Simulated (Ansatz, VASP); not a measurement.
**Two plane-wave programs on AlNi**

```
Al Ni
1.0
     1.87807   -1.89211    0.00000
     1.87807    1.89211    0.00000
     0.00000    0.00000    3.30276
Al Ni
1 1
Direct
  0.00000 0.00000 0.00000
  0.50000 0.50000 0.50000
```

Alike in both runs: task single point; functional PBEsol; k mesh 20 × 20 × 18; occupations gaussian, width 0.15 eV; no spin polarisation.

```csv
,VASP,Ansatz
version,VASP 6.6.1,Ansatz 0.2.0
potentials or method,"VASP PAW PBE potentials, release 64 (Al, Ni), cutoff 520 eV","scalar-relativistic, plane waves, PAW"
valence electrons in the cell,13,21
```

|  | VASP | Ansatz | Ansatz less VASP |
| --- | --- | --- | --- |
| gap on the k mesh at the Fermi level (eV) | none | none | - |
| pressure (GPa) | 1.5 | 1.2 | -0.25 |
| traceless stress, the component that is largest in VASP (GPa) | -7.02 | -6.80 | +0.225 |

VASP's potentials were made for PBE, not for PBEsol. A gap of «none» marks a metal or a gap that the smearing closes. VASP's potentials hold 13 valence electrons a cell and Ansatz's 21, so a difference there can come from the potentials and not from the codes.
